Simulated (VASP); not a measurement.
# Rh (Fm-3m) in VASP: elastic constants with LDA

Aim: the elastic constants of Rh with LDA.

Program: VASP 6.6.1. These are calculated values, not measurements. Logs are shortened: lines on timing, memory, paths and dates and some standing lists are left out, and cuts for length are marked.

### 1 The cell of the first run

Symmetry: Fm-3m, No. 225, cubic system. Conventional cell: a = 3.750 Å, b = 3.750 Å, c = 3.750 Å, α = 90.00°, β = 90.00°, γ = 90.00°. Within 3.5 Å of Rh (site symmetry m-3m) lie 12 Rh at 2.65 Å.

### 2 Elastic constants, LDA

File INCAR:

```
  ALGO = Normal
  EDIFF = 1E-8
  ENCUT = 600
  IBRION = 6
  ISIF = 3
  ISMEAR = -1
  LASPH = T
  LCHARG = F
  LREAL = F
  LWAVE = F
  NELM = 60
  NFREE = 2
  NSW = 1
  POTIM = 0.015
  PREC = Accurate
  SIGMA = 0.05
```

File KPOINTS:

```
k-points
0
Gamma
  24 24 24
```

File POSCAR:

```
Rh
1.0
    0.0000000000      1.8749099634      1.8749099634
    1.8749099634      0.0000000000      1.8749099634
    1.8749099634      1.8749099634      0.0000000000
Rh
1
Direct
    0.0000000000      0.0000000000      0.0000000000
```

Potentials or basis: VASP PAW LDA potentials, release 64 (Rh_pv).

Command:

```sh
$ cat potpaw_LDA.64/Rh_pv/POTCAR > POTCAR
$ mpirun -np 1 vasp_std > vasp.out
```

OUTCAR:

```text
EDIFF = 1E-8
   ENCUT = 600
   IBRION = 6
   ISIF = 3
   ISMEAR = -1
   LASPH = T
   LREAL = F
   NELM = 60
   NFREE = 2
   NSW = 1
   POTIM = 0.015
   PREC = Accurate

 ion  position               nearest neighbor table
   1  0.000  0.000  0.000-

  LATTYP: Found a face centered cubic cell.
 ALAT       =     3.7498199268

  Lattice vectors:

 A1 = (   0.0000000000,   1.8749099634,   1.8749099634)
 A2 = (   1.8749099634,   0.0000000000,   1.8749099634)
 A3 = (   1.8749099634,   1.8749099634,   0.0000000000)

Analysis of symmetry for initial positions (statically):
=====================================================================
 Subroutine PRICEL returns:
 Original cell was already a primitive cell.

 Routine SETGRP: Setting up the symmetry group for a
 face centered cubic supercell.

 Subroutine GETGRP returns: Found 48 space group operations
 (whereof 48 operations were pure point group operations)
 out of a pool of 48 trial point group operations.

The static configuration has the point symmetry O_h .

Analysis of symmetry for dynamics (positions and initial velocities):
=====================================================================
 Subroutine PRICEL returns:
 Original cell was already a primitive cell.

 Routine SETGRP: Setting up the symmetry group for a
 face centered cubic supercell.

 Subroutine GETGRP returns: Found 48 space group operations
 (whereof 48 operations were pure point group operations)
 out of a pool of 48 trial point group operations.

The dynamic configuration has the point symmetry O_h .

 Subroutine INISYM returns: Found 48 space group operations
 (whereof 48 operations are pure point group operations),
 and found     1 'primitive' translations

----------------------------------------------------------------------------------------

                                     Primitive cell

  volume of cell :      13.1817

  direct lattice vectors                    reciprocal lattice vectors
     0.000000000  1.874909963  1.874909963    -0.266679472  0.266679472  0.266679472
[... 338 lines left out ...]
     10      28.4125      0.00000
     11      32.7313      0.00000
[... 309 lines left out ...]
 k-point    24 :       0.4583    0.0417    0.0000
  band No.  band energies     occupation
      1     -34.5679      2.00000
      2     -33.8569      2.00000
      3     -33.8563      2.00000
      4       6.0600      2.00000
      5       9.0867      2.00000
      6       9.2033      2.00000
      7      12.0104      1.99990
      8      13.0910      0.00002
      9      13.6473      0.00000
     10      22.1157      0.00000
     11      28.2012      0.00000

 [... further k-points ...]

------------------------ aborting loop because EDIFF is reached ----------------------------------------

  FORCE on cell =-STRESS in cart. coord.  units (eV):
  Direction    XX          YY          ZZ          XY          YZ          ZX
  --------------------------------------------------------------------------------------
  -------------------------------------------------------------------------------------
  Total        0.1492487      0.1492487      0.1492487      0.0000000     -0.0000000      0.0000000
  in kB       18.1405291     18.1405291     18.1405291      0.0000000     -0.0000000      0.0000000
  external PRESSURE =      18.1405291 kB  Pullay stress =       0.0000000 kB
[... 16 lines left out ...]
  FREE ENERGIE OF THE ION-ELECTRON SYSTEM (eV)
  ---------------------------------------------------
  free  energy   TOTEN  =        -8.6886164242 eV

  energy  without entropy=       -8.6794756774  energy(sigma->0) =       -8.68404605

 INTERNAL STRAIN TENSORS FROM STRAINED CELLS
 ============================================

 INTERNAL STRAIN TENSOR FOR ION    1 for displacements in x,y,z  (eV/Angst):
          X           Y           Z          XY          YZ          ZX
  --------------------------------------------------------------------------------
  x    -0.00000     0.00000    -0.00000     0.00000     0.00000     0.00000
  y    -0.00000     0.00000     0.00000     0.00000    -0.00000     0.00000
  z     0.00000     0.00000     0.00000    -0.00000    -0.00000    -0.00000

 INTERNAL STRAIN TENSORS FROM DISPLACED ATOMS
 ============================================

 INTERNAL STRAIN TENSOR FOR ION    1 for displacements in x,y,z  (eV/Angst):
          X           Y           Z          XY          YZ          ZX
  --------------------------------------------------------------------------------
  x     0.00000     0.00000     0.00000     0.00000     0.00000     0.00000
  y     0.00000     0.00000     0.00000     0.00000     0.00000     0.00000
  z     0.00000     0.00000     0.00000     0.00000     0.00000     0.00000

 Eigenvectors and eigenvalues of the dynamical matrix
 ----------------------------------------------------

   1 f  =    0.000000 THz     0.000000 2PiTHz    0.000000 cm-1     0.000000 meV
             X         Y         Z           dx          dy          dz
      0.000000  0.000000  0.000000    -0.889302    0.457321    0.000000

   2 f  =    0.000000 THz     0.000000 2PiTHz    0.000000 cm-1     0.000000 meV
             X         Y         Z           dx          dy          dz
      0.000000  0.000000  0.000000     0.000000    0.000000    1.000000

   3 f  =    0.000000 THz     0.000000 2PiTHz    0.000000 cm-1     0.000000 meV
             X         Y         Z           dx          dy          dz
      0.000000  0.000000  0.000000     0.457321    0.889302    0.000000

--------------------------------------------------------------------------------------------------------

 ELASTIC MODULI CONTR FROM IONIC RELAXATION (kBar)
 Direction    XX          YY          ZZ          XY          YZ          ZX
 --------------------------------------------------------------------------------
 XX           0.0000      0.0000      0.0000      0.0000      0.0000      0.0000
 YY           0.0000      0.0000      0.0000      0.0000      0.0000      0.0000
 ZZ           0.0000      0.0000      0.0000      0.0000      0.0000      0.0000
 XY           0.0000      0.0000      0.0000      0.0000      0.0000      0.0000
 YZ           0.0000      0.0000      0.0000      0.0000      0.0000      0.0000
 ZX           0.0000      0.0000      0.0000      0.0000      0.0000      0.0000
 --------------------------------------------------------------------------------

 TOTAL ELASTIC MODULI (kBar)
 Direction    XX          YY          ZZ          XY          YZ          ZX
 --------------------------------------------------------------------------------
 XX        5129.8163   2307.6098   2307.6098      0.0000      0.0000     -0.0000
 YY        2307.6098   5129.8163   2307.6098     -0.0000      0.0000      0.0000
 ZZ        2307.6098   2307.6098   5129.8163      0.0000     -0.0000      0.0000
 XY           0.0000     -0.0000      0.0000   2304.9563      0.0000     -0.0000
 YZ           0.0000      0.0000     -0.0000      0.0000   2304.9563      0.0000
 ZX          -0.0000      0.0000      0.0000     -0.0000      0.0000   2304.9563
 --------------------------------------------------------------------------------
```

stdout:

```text
POSCAR found type information on POSCAR Rh
 POSCAR found :  1 types and       1 ions
 scaLAPACK will be used
 LDA part: xc-table for (Slater(with rela. corr.)+CA(PZ))
 , standard interpolation
 POSCAR, INCAR and KPOINTS ok, starting setup
 FFT: planning ... GRIDC
 FFT: planning ... GRID_SOFT
 FFT: planning ... GRID
 WAVECAR not read
 entering main loop
 Found     1 degrees of freedom:
 Adding 6 more for cell shape distortion
 Finite differences POTIM= 0.01500 DOF=   7
 bond charge predicted
 Finite differences progress:
 bond charge predicted
 Finite differences progress:
 bond charge predicted
 Finite differences progress:
 bond charge predicted
 Finite differences progress:
 bond charge predicted
 Finite differences progress:
 bond charge predicted
 Finite differences progress:
 bond charge predicted
 Finite differences progress:
 bond charge predicted
 Finite differences progress:
 bond charge predicted
 Finite differences progress:
 bond charge predicted
 Finite differences progress:
 bond charge predicted
 Finite differences progress:
 bond charge predicted
 Finite differences progress:
 bond charge predicted
 Finite differences progress:
 bond charge predicted
 Finite differences progress:
```

It took 35 min on 1 thread of Intel Xeon Platinum 8375C at 2.90GHz (Ice Lake), shared host; peak memory 1.2 GiB.

What came out:

| Quantity | Value |
| --- | --- |
| Elastic constants C11, C12, C44 | 513, 231, 230 GPa |
| Voigt bulk modulus | 325 GPa |

Elastic tensor in Voigt notation (GPa, in the Cartesian axes of the cell as first typed):
```
513 231 231   0   0   0
231 513 231   0   0   0
231 231 513   0   0   0
  0   0   0 230   0   0
  0   0   0   0 230   0
  0   0   0   0   0 230
```

Clamped-ion elastic tensor (GPa):
```
513 231 231   0   0   0
231 513 231   0   0   0
231 231 513   0   0   0
  0   0   0 230   0   0
  0   0   0   0 230   0
  0   0   0   0   0 230
```

Caveat: the cell is under stress, which shifts elastic constants.
